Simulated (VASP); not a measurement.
Wanted: the native input for a VASP 6.6.1 run.

```
Task                   : single point
Functional             : r2SCAN
Potentials or basis    : VASP PAW PBE potentials, release 64 (Ca_sv, O)
Cutoff                 : 520 eV
k mesh                 : 8 × 8 × 8
Occupations            : gaussian, width 0.02 eV
Spin                   : no spin polarisation
Dipole correction      : no
Further INCAR settings : ALGO = Normal; EDIFF = 1e-07; NBANDS = 15
```

Crystal: CaO.

```
Ca O
1.0
     0.00000    2.34850    2.34850
     2.34850    0.00000    2.34850
     2.34850    2.34850    0.00000
Ca O
1 1
Direct
  0.00000 0.00000 0.00000
  0.50000 0.50000 0.50000
```

This cell differs from its parent crystal: volume scaled by 0.94.

The input as run:

POSCAR

```
CaO
1.0
    0.0000000000      2.3485040450      2.3485040450
    2.3485040450      0.0000000000      2.3485040450
    2.3485040450      2.3485040450      0.0000000000
Ca O
1 1
Direct
    0.0000000000      0.0000000000      0.0000000000
    0.5000000000      0.5000000000      0.5000000000
```

INCAR.step1

```
SYSTEM = CaO
  PREC = Accurate
  ENCUT = 520
  ISMEAR = 0
  SIGMA = 0.02
  LREAL = .FALSE.
  LASPH = .TRUE.
  NELM = 100
  NBANDS = 15
  GGA = PE
  ALGO = Normal
  EDIFF = 1E-4
  LWAVE = .TRUE.
  LCHARG = .FALSE.
```

INCAR.step2

```
SYSTEM = CaO
  PREC = Accurate
  ENCUT = 520
  EDIFF = 1E-7
  ISMEAR = 0
  SIGMA = 0.02
  LREAL = .FALSE.
  LASPH = .TRUE.
  NELM = 100
  ALGO = Normal
  ISIF = 2
  LWAVE = .FALSE.
  LCHARG = .FALSE.
  METAGGA = R2SCAN
  LMIXTAU = .TRUE.
  NBANDS = 15
  ISTART = 1
```

KPOINTS

```
regular mesh
0
G
  8 8 8
  0 0 0
```

Potentials or basis: VASP PAW PBE potentials, release 64 (Ca_sv, O).

Command:

```bash
$ cat potpaw_PBE.64/Ca_sv/POTCAR potpaw_PBE.64/O/POTCAR > POTCAR
$ cp INCAR.step1 INCAR
$ mpirun -np 1 vasp_std > vasp.out
$ cp INCAR.step2 INCAR
$ mpirun -np 1 vasp_std > vasp.out
```

Results of the run:

```
Pressure               : 9.7 GPa
Band gap on the k mesh : 4.16 eV, indirect (least direct gap 4.51 eV)
```

Caveat: the PAW data sets were made with another functional, which shifts forces and pressure a little.

Wall time 48 s on 1 thread of Intel Xeon 6975P-C (shared host), peak memory 0.17 GiB.
